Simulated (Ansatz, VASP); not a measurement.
# One calculation of Te, two programs

```
Te
1.0
     3.44206    0.00000    0.00000
    -1.72103    2.98092    0.00000
     0.00000    0.00000   11.24178
Te
4
Direct
  0.00000 0.00000 0.00000
  0.00000 0.00000 0.50000
  0.33333 0.66667 0.25000
  0.66667 0.33333 0.75000
```

Alike in both runs: task relaxation of cell and atoms; functional PBE; k mesh 11 × 11 × 3; occupations fermi-dirac, width 0.1 eV; no spin polarisation.

|  | VASP | Ansatz |
| --- | --- | --- |
| version | VASP 6.6.1 | Ansatz 0.2.0 |
| potentials or method | VASP PAW PBE potentials, release 64 (Te), cutoff 600 eV | plane waves (420 eV) with PAW, scalar-relativistic |
| valence electrons in the cell | 24 | 64 |

|  | VASP | Ansatz | Ansatz less VASP |
| --- | --- | --- | --- |
| relaxed volume (Å³/atom) | 32.30 | 32.40 | +0.106 |
| relaxed length of the cell vector where the two differ most in proportion (Å) | 4.229 | 4.238 | +0.0097 |

VASP's potentials hold 24 valence electrons a cell and Ansatz's 64, so a difference there can come from the potentials and not from the codes.

Spin-orbit coupling is off throughout.
